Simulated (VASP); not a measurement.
Set up this calculation in VASP 6.6.1, as the native input.

| Item | Value |
| --- | --- |
| Task | single point |
| Functional | PBE |
| Potentials or basis | VASP PAW PBE potentials, release 64 (Y_sv, Ti_sv) |
| Cutoff | 520 eV |
| k mesh | 8 × 8 × 8 |
| Occupations | fermi-dirac, width 0.05 eV |
| Spin | no spin polarisation |
| Dipole correction | no |
| Further INCAR settings | ALGO = Normal; EDIFF = 1e-07; NBANDS = 18 |

The structure of YTi lies in POSCAR:

```
YTi
1.0
    3.5666608800      0.0000000000      0.0000000000
    0.0000000000      3.5666608800      0.0000000000
    0.0000000000      0.0000000000      3.5666608800
Y Ti
1 1
Direct
    0.5000000000      0.5000000000      0.5000000000
    0.0000000000      0.0000000000      0.0000000000
```

These files were run (other wordings do the same):

INCAR

```
PREC     = Accurate       # precision mode
ENCUT    = 520            # plane-wave cutoff, eV
EDIFF    = 1E-7           # SCF threshold, eV
ISMEAR   = -1             # smearing method
SIGMA    = 0.05           # smearing width, eV
LREAL    = False          # projectors in reciprocal space
LASPH    = True           # aspherical terms in the spheres
NELM     = 100            # most SCF steps
ALGO     = Normal         # electronic algorithm
ISIF     = 2              # what is computed and relaxed
LWAVE    = False          # write WAVECAR
LCHARG   = False          # write CHGCAR
GGA      = PE             # functional
NBANDS   = 18             # bands
```

KPOINTS

```
Automatic mesh
0
Gamma
  8 8 8
```

Potentials or basis: VASP PAW PBE potentials, release 64 (Y_sv, Ti_sv).

Launch:

```console
$ cat potpaw_PBE.64/Y_sv/POTCAR potpaw_PBE.64/Ti_sv/POTCAR > POTCAR
$ mpirun -np 1 vasp_std > vasp.out
```

It gave:

```yaml
Pressure: 3.4 GPa
```

It took 39 s on 1 thread of Intel(R) Xeon(R) Platinum 8259CL CPU @ 2.50GHz (Skylake/Cascade Lake), on a shared host, peak memory 0.19 GiB.
